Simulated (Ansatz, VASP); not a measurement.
**One calculation of MgSc2Br, two programs**

The input INCAR:

```
ALGO = Normal ; EDIFF = 1E-6
EDIFFG = -0.04 ; ENCUT = 600
GGA = PE ; IBRION = 2
ISIF = 3 ; ISMEAR = 0
LASPH = True ; LCHARG = False
LREAL = False ; LWAVE = False
NELM = 60 ; NSW = 90
PREC = Accurate ; SIGMA = 0.1
```

KPOINTS

```
k-points
0
Gamma
  6 6 2
```

File POSCAR:

```
MgSc2Br
1.0
    3.2706007850      0.0000000000      0.0000000000
    0.0000000000      3.2706007850      0.0000000000
    0.0000000000      0.0000000000      9.8936112368
Mg Sc Br
1 2 1
Direct
    0.0000000000      0.0000000000      0.5000000000
    0.5000000000      0.0000000000      0.7749390937
    0.0000000000      0.5000000000      0.2250609063
    0.5000000000      0.5000000000      0.0000000000
```

Input for Ansatz:

```yaml
crystal:
  lattice:
    - [3.270600785, 0.0, 0.0]
    - [0.0, 3.270600785, 0.0]
    - [0.0, 0.0, 9.8936112368]
  atoms:
    - { symbol: Mg, position: [0.0, 0.0, 0.5] }
    - { symbol: Sc, position: [0.5, 0.0, 0.7749390937] }
    - { symbol: Sc, position: [0.0, 0.5, 0.2250609063] }
    - { symbol: Br, position: [0.5, 0.5, 0.0] }
basis:
  ecutwfc: 420
kpoints:
  mp_grid: { grid: [6, 6, 2] }
hamiltonian:
  xc: pbe
scf:
  occupations: { method: gaussian, width: 0.1 }
  lower_state_search: "off"
output:
  forces: true
  stress: true
  eigenvalues: true
relax:
  adjacent_minimum: "off"
  f_tol: 0.04
  max_steps: 70
  cell: { stress_tol: 0.4 }
```

Change from the starting cell: species swapped into the Mg2SeS type (P-4m2, No. 115).

Alike in both runs: task relaxation of cell and atoms; functional PBE; k mesh 6 × 6 × 2; occupations gaussian, width 0.1 eV; no spin polarisation.

|  | VASP | Ansatz |
| --- | --- | --- |
| version | VASP 6.6.1 | Ansatz 0.2.0 |
| potentials or method | VASP PAW PBE potentials, release 64 (Mg, Sc_sv, Br), cutoff 600 eV | scalar-relativistic, plane waves, PAW |
| valence electrons in the cell | 31 | 39 |

```csv
,VASP,Ansatz,Ansatz less VASP
"gap on the k mesh at the Fermi level, each at its own relaxed structure (eV)",none,none,-
relaxed volume (Å³/atom),26.56,26.50,-0.063
relaxed length of the cell vector where the two differ most in proportion (Å),9.917,9.905,-0.0127
```

A gap of «none» marks a metal or a gap that the smearing closes. VASP's potentials hold 31 valence electrons a cell and Ansatz's 39, so a difference there can come from the potentials and not from the codes.
